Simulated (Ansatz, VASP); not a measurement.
**Two plane-wave programs on GaN**

Contents of INCAR:

```
SYSTEM = GaN
PREC = Accurate
ENCUT = 600
EDIFF = 1E-6
ISMEAR = 0
SIGMA = 0.02
LREAL = .False.
LASPH = .True.
NELM = 80
ALGO = Normal
ISIF = 3
LWAVE = .False.
LCHARG = .False.
GGA = CA
IBRION = 2
NSW = 100
EDIFFG = -0.002
```

The input KPOINTS:

```
Automatic mesh
0
Gamma
  10 10 10
  0 0 0
```

POSCAR

```
GaN
1.0
    0.0000000000      2.2535006100      2.2535006100
    2.2535006100      0.0000000000      2.2535006100
    2.2535006100      2.2535006100      0.0000000000
Ga N
1 1
Direct
    0.0000000000      0.0000000000      0.0000000000
    0.2500000000      0.2500000000      0.2500000000
```

Input for Ansatz:

```yaml
crystal:
  lattice:
    - [0.0, 2.25350061, 2.25350061]
    - [2.25350061, 0.0, 2.25350061]
    - [2.25350061, 2.25350061, 0.0]
  atoms:
    - { symbol: Ga, position: [0.0, 0.0, 0.0] }
    - { symbol: "N", position: [0.25, 0.25, 0.25] }
basis:
  ecutwfc: 420
kpoints:
  mp_grid: { grid: [10, 10, 10] }
hamiltonian:
  xc: lda
  pseudopotentials: { kind: paw, azcp: { folder: soft_1 } }
scf:
  occupations: { method: gaussian, width: 0.02 }
output:
  forces: true
  stress: true
  eigenvalues: true
relax:
  adjacent_minimum: "off"
  f_tol: 0.002
  max_steps: 80
  cell: { stress_tol: 0.02 }
```

Alike in both runs: task relaxation of cell and atoms; functional LDA; k mesh 10 × 10 × 10; occupations gaussian, width 0.02 eV; no spin polarisation.

|  | VASP | Ansatz |
| --- | --- | --- |
| version | VASP 6.6.1 | Ansatz 0.2.0 |
| potentials or method | VASP PAW LDA potentials, release 64 (Ga_d, N), cutoff 600 eV | scalar-relativistic, plane waves, PAW |
| valence electrons in the cell | 18 | 18 |

|  | VASP | Ansatz | Ansatz less VASP |
| --- | --- | --- | --- |
| gap on the k mesh at the Fermi level, each at its own relaxed structure (eV) | 1.94 | 1.96 | +0.022 |
| relaxed volume (Å³/atom) | 11.11 | 11.05 | -0.057 |
| relaxed cell length with the largest relative difference (Å) | 3.156 | 3.150 | -0.0054 |

Ansatz warns that its potentials were made for another functional, while VASP's fit it. LDA's correlation is that of Perdew and Zunger in VASP and of Perdew and Wang (1992) in Ansatz.
